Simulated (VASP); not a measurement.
PtSe2 (base), 3 atoms in the cell. The structure is trigonal, space group P-3m1 (No. 164). Conventional cell: a = 3.738 Å, b = 3.738 Å, c = 4.641 Å, α = 90.00°, β = 90.00°, γ = 120.00°. Pt (site symmetry -3m) has 6 Se at 2.50 Å within 3.3 Å. Within 3.3 Å of Se (site symmetry 3m) lie 3 Pt at 2.50 Å and 3 Se at 3.02 Å. 

- Program: VASP 6.6.1
- Task: relaxation of cell and atoms
- Functional: PBEsol
- Dispersion: D3(BJ)
- Potentials or basis: VASP PAW PBE potentials, release 64 (Pt, Se)
- Cutoff: 600 eV
- k mesh: 15 × 15 × 10
- Occupations: gaussian, width 0.1 eV
- Spin: no spin polarisation
- Dipole correction: no
- Further INCAR settings: ALGO = Normal; EDIFF = 1e-07; IBRION = 2; EDIFFG = -0.002; NSW = 100; ISIF = 3

Potentials or basis: VASP PAW PBE potentials, release 64 (Pt, Se).

The run is started by

```bash
$ cat potpaw_PBE.64/Pt/POTCAR potpaw_PBE.64/Se/POTCAR > POTCAR
$ mpirun -np 1 vasp_std > vasp.out
```

Hardware: 1 thread of AMD EPYC 7R43 64-Core Processor (Zen 3) (shared host).

Problem. Estimate the wall time of this run.

Solution. Run time: 23 min on 1 thread of AMD EPYC 7R43 64-Core Processor (Zen 3), on a shared host, peak memory 0.37 GiB. Counts: scf iterations 73, k points 238, ion steps 13.
